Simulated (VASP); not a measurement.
TiCo, 2 atoms in the cell. The typed cell holds 2 atoms: a = 2.986 Å, b = 2.986 Å, c = 2.986 Å, α = 90.00°, β = 90.00°, γ = 90.00°. 

| Property | Result |
| --- | --- |
| Program | VASP 6.6.1 |
| Task | single point |
| Functional | LDA |
| Potentials or basis | VASP PAW LDA potentials, release 64 (Co_sv, Ti_sv) |
| Cutoff | 690 eV |
| k mesh | 7 × 7 × 7 |
| Occupations | gaussian, width 0.05 eV |
| Spin | collinear spin, ferromagnetic start |
| Starting moments | [2.0, 1.0] μB |
| Dipole correction | no |
| Further INCAR settings | ALGO = Normal; EDIFF = 1e-06; NBANDS = 26 |

Potentials or basis: VASP PAW LDA potentials, release 64 (Co_sv, Ti_sv).

The run is started by

```console
$ cat potpaw_LDA.64/Co_sv/POTCAR potpaw_LDA.64/Ti_sv/POTCAR > POTCAR
$ mpirun -np 1 vasp_std > vasp.out
```

Hardware: 1 thread of Intel(R) Xeon(R) Platinum 8488C (Sapphire Rapids) (shared host).

Question: How long does it take, and how much memory?

Answer: Run time: 3.4 min on 1 thread of Intel(R) Xeon(R) Platinum 8488C (Sapphire Rapids) (shared host), peak memory 0.36 GiB. Counts: scf iterations 16, k points 172.
